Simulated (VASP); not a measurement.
Input of a VASP 6.6.1 run:

Contents of INCAR:

```
SYSTEM = AgI6
  PREC = Accurate
  ENCUT = 520
  EDIFF = 1E-6
  ISMEAR = 0
  SIGMA = 0.1
  LREAL = .FALSE.
  LASPH = .TRUE.
  NELM = 60
  ALGO = Normal
  ISIF = 2
  LWAVE = .FALSE.
  LCHARG = .FALSE.
  GGA = PE
  NBANDS = 36
```

Contents of KPOINTS:

```
regular mesh
0
G
  6 6 6
  0 0 0
```

File POSCAR:

```
AgI6
1.0
    0.0000000000      5.1204949879      5.1204949879
    5.1204949879      0.0000000000      5.1204949879
    5.1204949879      5.1204949879      0.0000000000
Ag I
1 6
Direct
    0.0000000000      0.0000000000      0.0000000000
    0.5000000000      0.5000000000      0.0000000000
    0.5000000000      0.0000000000      0.5000000000
    0.0000000000      0.0000000000      0.5000000000
    0.0000000000      0.5000000000      0.0000000000
    0.0000000000      0.5000000000      0.5000000000
    0.5000000000      0.0000000000      0.0000000000
```

Potentials or basis: VASP PAW PBE potentials, release 64 (Ag, I).

The run is started by

```bash
$ cat potpaw_PBE.64/Ag/POTCAR potpaw_PBE.64/I/POTCAR > POTCAR
$ mpirun -np 1 vasp_std > vasp.out
```

Question: Estimate the pressure.

Answer: 0.0 GPa.

Caveat: an odd number of electrons without spin polarisation forces a metal; a magnetic or distorted state may lie lower.
